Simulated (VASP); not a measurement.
The system is MgSn2O3.

```xyz
6
Lattice="4.3126 0.0000 0.0000 0.0000 4.3126 0.0000 0.0000 0.0000 6.1415" Properties=species:S:1:pos:R:3 pbc="T T T"
Mg    0.0000    0.0000    3.0707
Sn    0.0000    2.1563    1.6454
Sn    2.1563    0.0000    4.4961
O     2.1563    2.1563    0.0000
O     0.0000    0.0000    0.0000
O     2.1563    2.1563    3.0707
```

The cell was generated, and may not be a known phase.

```yaml
Program: VASP 6.6.1
Task: relaxation of cell and atoms
Functional: PBE
Potentials_or_basis: VASP PAW PBE potentials, release 64 (Mg, Sn_d, O)
Cutoff: 600 eV
k_mesh: 4 × 4 × 4
Occupations: gaussian, width 0.1 eV
Spin: no spin polarisation
```

At the start: pressure -6.6 GPa; volume 19.04 Å³/atom.

Q: Where does the relaxation end?

A: Over 21 steps the energy falls by 1128.2 meV/atom and the volume is 17.02 Å³/atom (-10.6 %); space group P-4m2 (No. 115, to 0.1 Å) before and after.

Step by step:
```
step  energy change (eV)  largest force (eV/Å)  pressure (GPa)  volume (Å³)
   1              0.0000                5.0996           -6.65       114.22
   2             -2.8146                4.0514           -4.86       101.63
   3             -3.7593                0.6896            6.59        90.75
   4             -3.7790                1.1689            4.61        91.99
   5             -4.5883                1.0519            4.08        95.04
   6             -4.6482                3.1558            7.65        97.47
   7             -5.2184                2.9780            2.91       104.08
   8             -5.9091                1.2614           -5.81       123.16
   9             -6.3502                0.7678           -5.33       118.54
  10             -6.4756                0.3095           -4.92       115.45
  11             -6.4830                0.1897           -4.81       114.72
  12             -6.6080                1.3967            1.16       107.09
  13             -6.6087                1.3126            0.74       107.57
  14             -6.7133                0.6034            0.56       104.67
  15             -6.7471                0.2252            0.59       101.15
  16             -6.7486                0.0833            0.60       101.76
  17             -6.7640                0.0489            0.00       102.31
  18             -6.7680                0.0207           -0.45       102.75
  19             -6.7683                0.1494            0.27       102.05
  20             -6.7686                0.0744           -0.03       102.36
  21             -6.7691                0.0363            0.00       102.14
```

Final structure:
```cif
data_structure
_symmetry_space_group_name_H-M 'P 1'
_symmetry_Int_Tables_number 1
_cell_length_a 3.5508
_cell_length_b 3.5508
_cell_length_c 8.1006
_cell_angle_alpha 90.000
_cell_angle_beta 90.000
_cell_angle_gamma 90.000
_cell_volume 102.14
loop_
_atom_site_label
_atom_site_type_symbol
_atom_site_fract_x
_atom_site_fract_y
_atom_site_fract_z
_atom_site_occupancy
Mg1 Mg 0.00000 0.00000 0.50000 1
Sn1 Sn 0.00000 0.50000 0.15589 1
Sn2 Sn 0.50000 0.00000 0.84411 1
O1 O 0.50000 0.50000 0.00000 1
O2 O 0.00000 0.00000 0.00000 1
O3 O 0.50000 0.50000 0.50000 1
```

Caveat: the k points lie up to 0.44 Å⁻¹ apart in the final cell; a cell axis changed by over 15 % at a fixed basis, so the end point is rough.
